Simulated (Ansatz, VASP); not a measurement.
# Two plane-wave programs on ZnS

The input POSCAR:

```
ZnS
1.0
    0.0000000000      2.5426236646      2.5426236646
    2.5426236646      0.0000000000      2.5426236646
    2.5426236646      2.5426236646      0.0000000000
Zn S
1 1
Direct
    0.2500000000      0.2500000000      0.2500000000
    0.0000000000      0.0000000000      0.0000000000
```

The input INCAR.step1:

```
SYSTEM = ZnS
ALGO = Normal ; EDIFF = 1E-4
ENCUT = 520 ; GGA = PE
ISMEAR = 0 ; LASPH = .True.
LCHARG = .False. ; LREAL = .False.
LWAVE = .True. ; NBANDS = 16
NELM = 100 ; PREC = Accurate
SIGMA = 0.05
```

The input INCAR.step2:

```
SYSTEM = ZnS
ALGO = Normal ; EDIFF = 1E-6
ENCUT = 520 ; ISIF = 2
ISMEAR = 0 ; ISTART = 1
LASPH = .True. ; LCHARG = .False.
LMIXTAU = .True. ; LREAL = .False.
LWAVE = .False. ; METAGGA = R2SCAN
NBANDS = 16 ; NELM = 100
PREC = Accurate ; SIGMA = 0.05
```

The input KPOINTS:

```
k-points
0
Gamma
  8 8 8
  0 0 0
```

Input for Ansatz:

```yaml
crystal:
  lattice:
    - [0.0, 2.5426236646, 2.5426236646]
    - [2.5426236646, 0.0, 2.5426236646]
    - [2.5426236646, 2.5426236646, 0.0]
  atoms:
    - { symbol: Zn, position: [0.25, 0.25, 0.25] }
    - { symbol: S, position: [0.0, 0.0, 0.0] }
basis:
  ecutwfc: 500
  ecutrho_ratio: 4
kpoints:
  mp_grid: { grid: [8, 8, 8] }
hamiltonian:
  xc: r2scan
scf:
  occupations: { method: gaussian, width: 0.05 }
output:
  forces: true
  stress: true
  eigenvalues: true
```

Alike in both runs: task single point; functional r2SCAN; k mesh 8 × 8 × 8; occupations gaussian, width 0.05 eV; no spin polarisation.

|  | VASP | Ansatz |
| --- | --- | --- |
| version | VASP 6.6.1 | Ansatz 0.2.0 |
| potentials or method | VASP PAW PBE potentials, release 64 (Zn, S), cutoff 520 eV | scalar-relativistic, plane waves, PAW |
| valence electrons in the cell | 18 | 18 |

VASP gave:

| Item | Value |
| --- | --- |
| gap on the k mesh at the Fermi level (eV) | 3.26 |
| least direct gap on the mesh (eV) | 3.57 |
| pressure (GPa) | 20.2 |

Task: Estimate Ansatz's values.

Result: gap on the k mesh at the Fermi level (eV): 3.25; least direct gap on the mesh (eV): 3.54; pressure (GPa): 20.0.

VASP's potentials were made for PBE, not for r2SCAN. With one functional, cell and mesh, what is left measures potentials, basis and numerics.
